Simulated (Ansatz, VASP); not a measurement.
**Si5S in VASP and in Ansatz**

```xyz
6
Lattice="5.4225 0.0000 0.0000 -2.7113 4.6961 0.0000 0.0000 0.0000 4.2136" Properties=species:S:1:pos:R:3 pbc="T T T"
Si    0.0000    3.1307    0.0000
Si    2.7113    1.5654    0.0000
Si    2.7113    0.0000    2.1068
Si    1.3556    2.3480    2.1068
Si   -1.3556    2.3480    2.1068
S     0.0000    0.0000    0.0000
```

Change from the starting cell: species swapped into the LaCo5 type (P6/mmm, No. 191).

Alike in both runs: task relaxation of cell and atoms; functional PBE; k mesh 6 × 6 × 4; occupations gaussian, width 0.1 eV; no spin polarisation.

```csv
,VASP,Ansatz
version,VASP 6.6.1,Ansatz 0.2.0
potentials or method,"VASP PAW PBE potentials, release 64 (Si, S), cutoff 600 eV","scalar-relativistic, plane waves, PAW"
valence electrons in the cell,26,26
```

Ansatz gave:

| Quantity | Value |
| --- | --- |
| gap on the k mesh at the Fermi level, each at its own relaxed structure (eV) | none |
| relaxed volume (Å³/atom) | 16.27 |
| relaxed cell length with the largest relative difference (Å) | 4.692 |

Problem. Estimate VASP's values.

Solution. gap on the k mesh at the Fermi level, each at its own relaxed structure (eV): none; relaxed volume (Å³/atom): 16.56; relaxed cell length with the largest relative difference (Å): 3.865.

A gap of «none» marks a metal or a gap that the smearing closes. One of these differences is far larger than is usual between the two programs; its cause wasn't traced.

The k mesh is coarse, so the values compare programs but aren't converged.
